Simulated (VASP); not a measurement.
# BP (fl.b) (F-43m) in VASP: notebook

BP (fl.b) is run at these levels: LDA; tasks: single point, relaxation of cell and atoms.

All numbers are computed with VASP 6.6.1; they aren't measurements. Logs are shortened: lines on timing, memory, paths and dates and some standing lists are left out, and cuts for length are marked.

## Step 1: The cell of the first run

Symmetry: F-43m, No. 216, cubic system. The conventional cell has a = 4.520 Å, b = 4.520 Å, c = 4.520 Å, α = 90.00°, β = 90.00°, γ = 90.00°. B (site symmetry -43m) has 4 P at 1.96 Å within 2.6 Å. Within 2.6 Å of P (site symmetry -43m) lie 4 B at 1.96 Å.

## Step 2: Single point, LDA

Contents of INCAR:

```
SYSTEM = BP
PREC     = Accurate       ! precision mode
ENCUT    = 500            ! plane-wave cutoff, eV
EDIFF    = 1E-6           ! SCF threshold, eV
ISMEAR   = 0              ! smearing method
SIGMA    = 0.1            ! smearing width, eV
LREAL    = .False.        ! projectors in reciprocal space
LASPH    = .True.         ! aspherical terms in the spheres
NELM     = 120            ! most SCF steps
ALGO     = Normal         ! electronic algorithm
ISIF     = 2              ! what is computed and relaxed
LWAVE    = .False.        ! write WAVECAR
LCHARG   = .True.         ! write CHGCAR
LELF     = .True.         ! ELF
LVHAR    = .True.       
NBANDS   = 11             ! bands
GGA_COMPAT= .False.
```

Contents of KPOINTS:

```
Automatic mesh
0
Gamma
  8 8 8
  0 0 0
```

Contents of POSCAR:

```
BP
1.0
    0.0000000000      2.2600000000      2.2600000000
    2.2600000000      0.0000000000      2.2600000000
    2.2600000000      2.2600000000      0.0000000000
B P
1 1
Direct
    0.0000000000      0.0000000000      0.0000000000
    0.2500000000      0.2500000000      0.2500000000
```

Potentials or basis: VASP PAW LDA potentials, release 64 (B, P).

Run with:

```console
cat potpaw_LDA.64/B/POTCAR potpaw_LDA.64/P/POTCAR > POTCAR
mpirun -np 1 vasp_std > vasp.out
```

OUTCAR:

```text
SYSTEM = BP
   PREC = Accurate
   ENCUT = 500
   EDIFF = 1E-6
   ISMEAR = 0
   LREAL = .False.
   LASPH = .True.
   NELM = 120
   ISIF = 2

 ion  position               nearest neighbor table
   1  0.000  0.000  0.000-   2 1.96   2 1.96   2 1.96   2 1.96
   2  0.250  0.250  0.250-   1 1.96   1 1.96   1 1.96   1 1.96

  LATTYP: Found a face centered cubic cell.
 ALAT       =     4.5200000000

  Lattice vectors:

 A1 = (   0.0000000000,   2.2600000000,   2.2600000000)
 A2 = (   2.2600000000,   0.0000000000,   2.2600000000)
 A3 = (   2.2600000000,   2.2600000000,   0.0000000000)

Analysis of symmetry for initial positions (statically):
=====================================================================
 Subroutine PRICEL returns:
 Original cell was already a primitive cell.

 Routine SETGRP: Setting up the symmetry group for a
 face centered cubic supercell.

 Subroutine GETGRP returns: Found 24 space group operations
 (whereof 24 operations were pure point group operations)
 out of a pool of 48 trial point group operations.

The static configuration has the point symmetry T_d .

Analysis of symmetry for dynamics (positions and initial velocities):
=====================================================================
 Subroutine PRICEL returns:
 Original cell was already a primitive cell.

 Routine SETGRP: Setting up the symmetry group for a
 face centered cubic supercell.

 Subroutine GETGRP returns: Found 24 space group operations
 (whereof 24 operations were pure point group operations)
 out of a pool of 48 trial point group operations.

The dynamic configuration has the point symmetry T_d .

 Subroutine INISYM returns: Found 24 space group operations
 (whereof 24 operations are pure point group operations),
 and found     1 'primitive' translations

----------------------------------------------------------------------------------------

                                     Primitive cell

  volume of cell :      23.0864

  direct lattice vectors                    reciprocal lattice vectors
     0.000000000  2.260000000  2.260000000    -0.221238938  0.221238938  0.221238938
     2.260000000  0.000000000  2.260000000     0.221238938 -0.221238938  0.221238938
     2.260000000  2.260000000  0.000000000     0.221238938  0.221238938 -0.221238938

  length of vectors
     3.196122651  3.196122651  3.196122651     0.383197081  0.383197081  0.383197081

  position of ions in fractional coordinates (direct lattice)
     0.000000000  0.000000000  0.000000000
     0.250000000  0.250000000  0.250000000

  ion indices of the primitive-cell ions
   primitive index   ion index
                 1           1
                 2           2

----------------------------------------------------------------------------------------

 KPOINTS: Automatic mesh

Automatic generation of k-mesh.
 Grid dimensions read from file:
 generate k-points for:    8    8    8

 Generating k-lattice:

  Cartesian coordinates                     Fractional coordinates (reciprocal lattice)
    -0.027654867  0.027654867  0.027654867     0.125000000  0.000000000  0.000000000
     0.027654867 -0.027654867  0.027654867     0.000000000  0.125000000  0.000000000
     0.027654867  0.027654867 -0.027654867     0.000000000  0.000000000  0.125000000

  Length of vectors
     0.047899635  0.047899635  0.047899635

  Shift w.r.t. Gamma in fractional coordinates (k-lattice)
     0.000000000  0.000000000  0.000000000

 Subroutine IBZKPT returns following result:
 ===========================================

 Found     29 irreducible k-points:

 Following reciprocal coordinates:
            Coordinates               Weight
  0.000000  0.000000  0.000000      1.000000
  0.125000  0.000000  0.000000      8.000000
  0.250000  0.000000  0.000000      8.000000
  0.375000  0.000000  0.000000      8.000000
  0.500000  0.000000  0.000000      4.000000
  0.125000  0.125000  0.000000      6.000000
[... 16 lines left out ...]
  0.500000  0.250000  0.125000     48.000000
 -0.375000  0.250000  0.125000     24.000000
 [... further k-points ...]
   k-points           NKPTS =     29   k-points in BZ     NKDIM =     29   number of bands    NBANDS=     11
   number of dos      NEDOS =    301   number of ions     NIONS =      2
   total plane-waves  NPLWV =  13824
   dimension x,y,z NGX =    24 NGY =   24 NGZ =   24
   dimension x,y,z NGXF=    48 NGYF=   48 NGZF=   48
   ions per type =               1   1
   NGX,Y,Z   is equivalent  to a cutoff of  12.48, 12.48, 12.48 a.u.
   NGXF,Y,Z  is equivalent  to a cutoff of  24.97, 24.97, 24.97 a.u.
 SYSTEM =  BP
   PREC   = accura    normal or accurate (medium, high low for compatibility)
   ISTART =      0    job   : 0-new  1-cont  2-samecut
   ICHARG =      2    charge: 1-file 2-atom 10-const
   ISPIN  =      1    spin polarized calculation?
   LNONCOLLINEAR =      F non collinear calculations
   LSORBIT =      F    spin-orbit coupling
   LASPH  =      T    aspherical Exc in radial PAW
   ENCUT  =  500.0 eV  36.75 Ry    6.06 a.u.   5.83  5.83  5.83*2*pi/ulx,y,z
   NELM   =    120;   NELMIN=  2; NELMDL= -5     # of ELM steps
   EDIFF  = 0.1E-05   stopping-criterion for ELM
   LREAL  =      F    real-space projection
   EDIFFG = 0.1E-04   stopping-criterion for IOM
   NSW    =      0    number of steps for IOM
   IBRION =     -1    ionic relax: 0-MD 1-quasi-New 2-CG
   NFREE  =      0    steps in history (QN), initial steepest desc. (CG)
   ISIF   =      2    stress and relaxation
   ISYM   =      2    0-nonsym 1-usesym 2-fastsym
   POTIM  = 0.5000    time-step for ionic-motion
   TEBEG  =    0.0;   TEEND  =   0.0 temperature during run
   PSTRESS=    0.0 pullay stress
   NELECT =       8.0000    total number of electrons
   NUPDOWN=      -1.0000    fix difference up-down
   EMIN   =  10.00;   EMAX   =-10.00  energy-range for DOS
   EFERMI =   0.00;   METHOD = LEGACY
   ISMEAR =     0;   SIGMA  =   0.10  broadening in eV -4-tet -1-fermi 0-gaus
   EFERMI_NEDOS =   21; number of points for ismear=-14 and -15
   IALGO  =     38    algorithm
   IMIX   =      4    mixing-type and parameters
     AMIX     =   0.40;   BMIX     =  1.00
     AMIX_MAG =   1.60;   BMIX_MAG =  1.00
  volume/ion in A,a.u.               =      11.54        77.90
  Fermi-wavevector in a.u.,A,eV,Ry     =   1.149881  2.172961 17.989994  1.322227
  Thomas-Fermi vector in A             =   2.286549
   LORBIT       =      0    0 simple, 1 ext, 2 COOP (PROOUT), +10 PAW based schemes
   GGA     = CA    functional components
   LHFCALC =     F    Hartree Fock is set to
   AEXX    =    0.0000 exact exchange contribution
   IVDW    =     0    specifies the selected vdW correction
   LEPSILON=     F    determine dielectric tensor
   LRPA    =     F    only Hartree local field effects (RPA)
 non-spin polarized calculation
 Gauss-broadening in eV      SIGMA  =   0.10
  energy-cutoff  :      500.00
  volume of cell :       23.09
 maximum number of plane-waves:       604
   NGX = 11   NGY = 11   NGZ = 11

 number of electron       8.0000001 magnetization

 Free energy of the ion-electron system (eV)
  ---------------------------------------------------
  ext. energy  EPLUGINS =         0.00000000
  ---------------------------------------------------
  free energy    TOTEN  =       -14.39231485 eV

  energy without entropy =      -14.39231485  energy(sigma->0) =      -14.39231485

 E-fermi :   7.9920     XC(G=0): -11.1370

 val. band max:        7.5499957496   @ k =   0.0000   0.0000   0.0000
 cond. band min:       8.7544524256   @ k =   0.3750   0.3750   0.0000
 fundamental gap:      1.2044566760
 Fermi energy:         7.9919782789

 k-point     1 :       0.0000    0.0000    0.0000
  band No.  band energies     occupation
      1      -7.9462      2.00000
      2       7.5500      2.00000
      3       7.5500      2.00000
      4       7.5500      2.00000
      5      10.9465      0.00000
      6      10.9465      0.00000
      7      10.9465      0.00000
      8      15.1009      0.00000
      9      18.8896      0.00000
     10      19.7658      0.00000
     11      19.7658      0.00000

 k-point     2 :       0.1250    0.0000    0.0000
  band No.  band energies     occupation
      1      -7.6627      2.00000
      2       5.6962      2.00000
      3       7.1191      2.00000
      4       7.1191      2.00000
      5      11.4879      0.00000
      6      11.5413      0.00000
      7      11.5413      0.00000
      8      15.8433      0.00000
      9      18.8063      0.00000
     10      18.8063      0.00000
     11      19.7266      0.00000

 k-point     3 :       0.2500    0.0000    0.0000
  band No.  band energies     occupation
      1      -6.8303      2.00000
      2       2.6924      2.00000
      3       6.4279      2.00000
      4       6.4279      2.00000
      5      11.5896      0.00000
      6      12.3072      0.00000
      7      12.3072      0.00000
      8      17.1470      0.00000
      9      18.5275      0.00000
     10      18.5275      0.00000
     11      20.4781      0.00000

 k-point     4 :       0.3750    0.0000    0.0000
  band No.  band energies     occupation
      1      -5.5515      2.00000
      2      -0.0551      2.00000
      3       5.9503      2.00000
      4       5.9503      2.00000
      5      11.4627      0.00000
      6      12.3498      0.00000
      7      12.3498      0.00000
      8      17.5741      0.00000
      9      20.1953      0.00000
     10      20.1953      0.00000
     11      21.2808      0.00000
[... 239 lines left out ...]
 k-point    22 :       0.3750    0.2500    0.1250
  band No.  band energies     occupation
      1      -6.1003      2.00000
      2       2.6401      2.00000
      3       3.7165      2.00000
      4       5.5646      2.00000
      5      10.9724      0.00000
      6      13.5143      0.00000
      7      13.7694      0.00000
      8      15.0777      0.00000
      9      19.1780      0.00000
     10      21.4124      0.00000
     11      23.1208      0.00000

 k-point    23 :       0.5000    0.2500    0.1250
  band No.  band energies     occupation
      1      -4.8535      2.00000
      2       0.4432      2.00000
      3       3.0789      2.00000
      4       4.7785      2.00000
      5      11.5994      0.00000
      6      13.0177      0.00000
      7      14.8669      0.00000
      8      15.8919      0.00000
      9      19.9257      0.00000
     10      20.9527      0.00000
     11      24.5681      0.00000

 k-point    24 :      -0.3750    0.2500    0.1250
  band No.  band energies     occupation
      1      -3.9082      2.00000
      2      -0.9336      2.00000
      3       3.0084      2.00000
      4       4.4002      2.00000
      5      11.6675      0.00000
      6      12.7642      0.00000
      7      15.8818      0.00000
      8      17.3051      0.00000
      9      17.9644      0.00000
     10      21.9712      0.00000
     11      24.3133      0.00000

 [... further k-points ...]
[... 5 lines left out ...]
  --------------------------------------------------------------------------------------
  -------------------------------------------------------------------------------------
  Total       -0.4908915     -0.4908915     -0.4908915      0.0000000      0.0000000     -0.0000000
  in kB      -34.0675377    -34.0675377    -34.0675377      0.0000000      0.0000000     -0.0000000
  external PRESSURE =     -34.0675377 kB  Pullay stress =       0.0000000 kB

 VOLUME and BASIS-vectors are now :
 -----------------------------------------------------------------------------
  energy-cutoff  :      500.00
  volume of cell :       23.09
      direct lattice vectors                 reciprocal lattice vectors
     0.000000000  2.260000000  2.260000000    -0.221238938  0.221238938  0.221238938
     2.260000000  0.000000000  2.260000000     0.221238938 -0.221238938  0.221238938
     2.260000000  2.260000000  0.000000000     0.221238938  0.221238938 -0.221238938

 POSITION                                       TOTAL-FORCE (eV/Angst)
 -----------------------------------------------------------------------------------
      0.00000      0.00000      0.00000        -0.000000     -0.000000      0.000000
      1.13000      1.13000      1.13000         0.000000      0.000000     -0.000000
 -----------------------------------------------------------------------------------
    total drift:                                0.000000      0.000000      0.000000

  FREE ENERGIE OF THE ION-ELECTRON SYSTEM (eV)
  ---------------------------------------------------
  free  energy   TOTEN  =       -14.3923148504 eV

  energy  without entropy=      -14.3923148504  energy(sigma->0) =      -14.39231485
```

It used 8.5 s of CPU time on 1 thread of Intel(R) Xeon(R) Platinum 8375C CPU @ 2.90GHz (Ice Lake), with other jobs on the host.

Results:

```
Free energy            : -14.3923 eV
Pressure               : -3.4 GPa
Band gap on the k mesh : 1.20 eV, indirect (least direct gap 3.40 eV)
```

A k mesh can miss the band edges. LDA gaps usually lie below the measured ones, often by a third to a half.

## Step 3: Single point, LDA

This run uses another cell than the first one, of 11.32 Å³/atom, 0.981 times its volume.

Contents of INCAR:

```
  PREC = Accurate
  ENCUT = 500
  EDIFF = 1E-6
  ISMEAR = 0
  SIGMA = 0.02
  LREAL = False
  LASPH = True
  NELM = 120
  ALGO = Normal
  ISIF = 2
  LWAVE = False
  LCHARG = False
  GGA = CA
  NBANDS = 11
  GGA_COMPAT = False
```

Contents of KPOINTS:

```
Automatic mesh
0
Gamma
  10 10 10
```

Contents of POSCAR:

```
BP
1.0
    0.0000000000      2.2453789957      2.2453789957
    2.2453789957      0.0000000000      2.2453789957
    2.2453789957      2.2453789957      0.0000000000
B P
1 1
Direct
    0.0000000000      0.0000000000      0.0000000000
    0.2500000000      0.2500000000      0.2500000000
```

Potentials or basis: VASP PAW LDA potentials, release 64 (B, P).

Run with:

```console
cat potpaw_LDA.64/B/POTCAR potpaw_LDA.64/P/POTCAR > POTCAR
mpirun -np 1 vasp_std > vasp.out
```

Run time: 18 s. Hardware: 1 thread of Intel Xeon Platinum 8375C at 2.90GHz (Ice Lake), shared host; peak memory 0.12 GiB.

It converged, with:

| Quantity | Value |
| --- | --- |
| Free energy | -14.3991 eV |
| Pressure | -0.1 GPa |
| Band gap on the k mesh | 1.15 eV, indirect (least direct gap 3.43 eV) |

Levels at points of the mesh, in eV from the valence-band top:
```tsv
k point	band 1	band 2	band 3	band 4	band 5	band 6	band 7	band 8
(0.00, 0.00, 0.00)	-15.67	0.00	0.00	0.00	3.43	3.43	3.43	7.85
(0.50, 0.00, 0.00)	-12.22	-9.23	-1.79	-1.79	3.97	4.70	4.70	10.03
(0.50, 0.50, 0.00)	-10.67	-8.65	-4.22	-4.22	1.24	1.53	12.29	12.29
```

## Step 4: Single point, LDA

This run uses another cell than the first one, of 11.32 Å³/atom, 0.981 times its volume.

Contents of INCAR:

```
SYSTEM = BP
PREC = Accurate
ENCUT = 500
EDIFF = 1E-6
ISMEAR = 0
SIGMA = 0.02
LREAL = .FALSE.
LASPH = .TRUE.
NELM = 120
ALGO = Normal
ISIF = 2
LWAVE = .FALSE.
LCHARG = .FALSE.
GGA = CA
NBANDS = 11
GGA_COMPAT = .FALSE.
```

Contents of KPOINTS:

```
Automatic mesh
0
G
  10 10 10
  0 0 0
```

POSCAR is that of step 3.

Run with:

```console
cat potpaw_LDA.64/B/POTCAR potpaw_LDA.64/P/POTCAR > POTCAR
mpirun -np 1 vasp_std > vasp.out
```

Run time: 13 s. Hardware: 1 thread of Intel Xeon Platinum 8375C at 2.90GHz (Ice Lake), shared host; peak memory 0.12 GiB.

It converged, with:

* Free energy: -14.3991 eV
* Pressure: -0.1 GPa
* Band gap on the k mesh: 1.15 eV, indirect (least direct gap 3.43 eV)

Levels at points of the mesh, in eV from the valence-band top:
```
           k point  band 1  band 2  band 3  band 4  band 5  band 6  band 7  band 8  band 9
(0.00, 0.00, 0.00)  -15.67    0.00    0.00    0.00    3.43    3.43    3.43    7.85   11.48
(0.50, 0.00, 0.00)  -12.22   -9.23   -1.79   -1.79    3.97    4.70    4.70   10.03   14.78
(0.50, 0.50, 0.00)  -10.67   -8.65   -4.22   -4.22    1.24    1.53   12.29   12.29   15.36
```

A k mesh can miss the band edges. As with any semilocal functional, this LDA gap is likely too small.

## Step 5: Relaxation of cell and atoms, LDA

Contents of INCAR:

```
  PREC = Accurate
  ENCUT = 500
  EDIFF = 1E-7
  ISMEAR = 0
  SIGMA = 0.02
  LREAL = F
  LASPH = T
  NELM = 120
  ALGO = Normal
  ISIF = 3
  LWAVE = F
  LCHARG = F
  GGA = CA
  IBRION = 2
  NSW = 100
  EDIFFG = -0.002
  GGA_COMPAT = F
  NELMIN = 4
```

Contents of KPOINTS:

```
Automatic mesh
0
Gamma
  10 10 10
```

Contents of POSCAR:

```
BP
1.0
    0.0000000000      2.2600000000      2.2600000000
    2.2600000000      0.0000000000      2.2600000000
    2.2600000000      2.2600000000      0.0000000000
B P
1 1
Direct
    0.0000000000      0.0000000000      0.0000000000
    0.2500000000      0.2500000000      0.2500000000
```

Run with:

```console
cat potpaw_LDA.64/B/POTCAR potpaw_LDA.64/P/POTCAR > POTCAR
mpirun -np 1 vasp_std > vasp.out
```

It took 29 s on 1 thread of Intel Xeon Platinum 8375C at 2.90GHz (Ice Lake), shared host; peak memory 0.11 GiB.

Results (log left out):

- Free energy: -14.3993 eV
- Relaxed volume: 11.31 Å³/atom
- Relaxed cell: a = 3.175 Å, b = 3.175 Å, c = 3.175 Å, α = 60.00°, β = 60.00°, γ = 60.00°
- Space group after relaxing (to 0.05 Å): F-43m (No. 216)
- Energy gained by relaxing: 2.5 meV/atom
- Ionic steps: 3
- Pressure after relaxing: 0.0 GPa
- Band gap on the k mesh: 1.15 eV, indirect (least direct gap 3.43 eV)

The path:
```
step  energy change (eV)  largest force (eV/Å)  pressure (GPa)  volume (Å³)
   1              0.0000                0.0000           -3.42        23.09
   2             -0.0020                0.0000            2.82        22.27
   3             -0.0050                0.0000           -0.01        22.62
```

Final structure:
```
B P
1.0
     0.00000    2.24481    2.24481
     2.24481    0.00000    2.24481
     2.24481    2.24481    0.00000
B P
1 1
Cartesian
  0.0000 0.0000 0.0000
  1.1224 1.1224 1.1224
```

Levels at points of the mesh, in eV from the valence-band top:
```
           k point  band 1  band 2  band 3  band 4  band 5  band 6  band 7  band 8
(0.00, 0.00, 0.00)  -15.68    0.00    0.00    0.00    3.43    3.43    3.43    7.86
(0.50, 0.00, 0.00)  -12.22   -9.24   -1.79   -1.79    3.98    4.70    4.70   10.04
(0.50, 0.50, 0.00)  -10.68   -8.65   -4.22   -4.22    1.24    1.53   12.30   12.30
```

## Step 6: Summary

```csv
task,cell,k mesh,smearing,gap on the mesh (eV),pressure (GPa)
single point,"a = 3.196 Å, angles 60.0°, 2 atoms",8 × 8 × 8,gaussian 0.1 eV,1.20,-3.4
single point,"a = 3.175 Å, angles 60.0°, 2 atoms",10 × 10 × 10,gaussian 0.02 eV,1.15,-0.1
relaxation of cell and atoms,"relaxed from a = 3.196 Å, angles 60.0°, 2 atoms",10 × 10 × 10,gaussian 0.02 eV,1.15,0.0
```

Alike in all rows: level LDA; potentials or basis VASP PAW LDA potentials, release 64 (B, P); no spin polarisation; cutoff (eV) 500.

Absolute energies hang on the potentials; compare differences alone.
